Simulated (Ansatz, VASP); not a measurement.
## HgTe: VASP beside Ansatz

```
CELL_PARAMETERS angstrom
0.00000 3.32021 3.22350
3.32021 0.00000 3.22350
3.32021 3.32021 0.00000
ATOMIC_POSITIONS crystal
Hg 0.00000 0.00000 0.00000
Te 0.75000 0.75000 0.75000
```

Change from the starting cell: equal xx and yy strain of +3 %.

Alike in both runs: task single point; functional LDA; k mesh 11 × 11 × 11; occupations fermi-dirac, width 0.03 eV; no spin polarisation.

|  | VASP | Ansatz |
| --- | --- | --- |
| version | VASP 6.6.1 | Ansatz 0.2.0 |
| potentials or method | VASP PAW LDA potentials, release 64 (Hg, Te), cutoff 520 eV | all-electron LAPW, scalar-relativistic |

|  | VASP | Ansatz | Ansatz less VASP |
| --- | --- | --- | --- |
| pressure (GPa) | -2.4 | -2.6 | -0.19 |
| traceless stress, the component that is largest in VASP (GPa) | 0.35 | 0.35 | +0.003 |

LDA's correlation is that of Perdew and Zunger in VASP and of Perdew and Wang (1992) in Ansatz. Ansatz ran all-electron here, and VASP with PAW potentials.

Spin-orbit coupling is off throughout.
